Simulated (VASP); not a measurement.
Crystal: Si3N4.

```
Si N
1.0
     4.13078    0.00000    0.00000
     0.00000    4.13078    0.00000
     0.00000    0.00000    4.13078
Si N
3 4
Direct
  0.00000 0.00000 0.50000
  0.50000 0.00000 0.00000
  0.00000 0.50000 0.00000
  0.23952 0.23952 0.76048
  0.76048 0.76048 0.76048
  0.23952 0.76048 0.23952
  0.76048 0.23952 0.23952
```

```yaml
Program: VASP 6.6.1
Task: relaxation of cell and atoms
Functional: BLYP
Potentials_or_basis: VASP PAW PBE potentials, release 64 (Si, N)
Cutoff: 600 eV
k_mesh: 7 × 7 × 7
Occupations: fermi-dirac, width 0.05 eV
Spin: no spin polarisation
```

At the start: pressure 4.2 GPa; volume 10.07 Å³/atom.

Question: Where does the relaxation end?

Answer: Over 5 steps the energy falls by 3.7 meV/atom and the volume is 10.30 Å³/atom (+2.3 %); space group P-43m (No. 215, to 0.05 Å).

The path:
```
step  energy change (eV)  largest force (eV/Å)  pressure (GPa)  volume (Å³)
   1              0.0000                0.1399            4.22        70.48
   2             -0.0066                0.2983           -3.90        73.22
   3             -0.0203                0.2296           -0.38        71.97
   4             -0.0256                0.0182           -0.04        72.11
   5             -0.0256                0.0006           -0.01        72.13
```

Final structure:
```
CELL_PARAMETERS angstrom
4.16258 0.00000 0.00000
0.00000 4.16258 0.00000
0.00000 0.00000 4.16258
ATOMIC_POSITIONS crystal
Si 0.00000 0.00000 0.50000
Si 0.50000 0.00000 0.00000
Si 0.00000 0.50000 0.00000
N 0.23735 0.23735 0.76265
N 0.76265 0.76265 0.76265
N 0.23735 0.76265 0.23735
N 0.76265 0.23735 0.23735
```

Caveat: the PAW data sets were made with another functional, which shifts forces and pressure a little.
